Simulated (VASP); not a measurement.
Here is a VASP 6.6.1 calculation.

Contents of INCAR:

```
SYSTEM = C
  PREC = Accurate
  ENCUT = 520
  EDIFF = 1E-7
  ISMEAR = 0
  SIGMA = 0.01
  LREAL = .False.
  LASPH = .True.
  NELM = 60
  ALGO = Normal
  ISIF = 2
  LWAVE = .False.
  LCHARG = .False.
  GGA = PS
  NBANDS = 11
```

The input KPOINTS:

```
regular mesh
0
Gamma
  10 10 10
  0 0 0
```

The input POSCAR:

```
C
1.0
    0.0000000000      1.7643044309      1.7643044309
    1.7643044309      0.0000000000      1.7643044309
    1.7643044309      1.7643044309      0.0000000000
C
2
Direct
    0.5000000000      0.5000000000      0.5000000000
    0.7500000000      0.7500000000      0.7500000000
```

Potentials or basis: VASP PAW PBE potentials, release 64 (C).

Command:

```sh
$ cat potpaw_PBE.64/C/POTCAR > POTCAR
$ mpirun -np 1 vasp_std > vasp.out
```

Q: What does it give for the pressure?

A: 11.2 GPa.

Q: What does it give for the band gap on the k mesh?

A: 4.11 eV, indirect (least direct gap 5.63 eV).

Caveat: the PAW data sets were made with another functional, which shifts forces and pressure a little. A k mesh can miss the band edges.
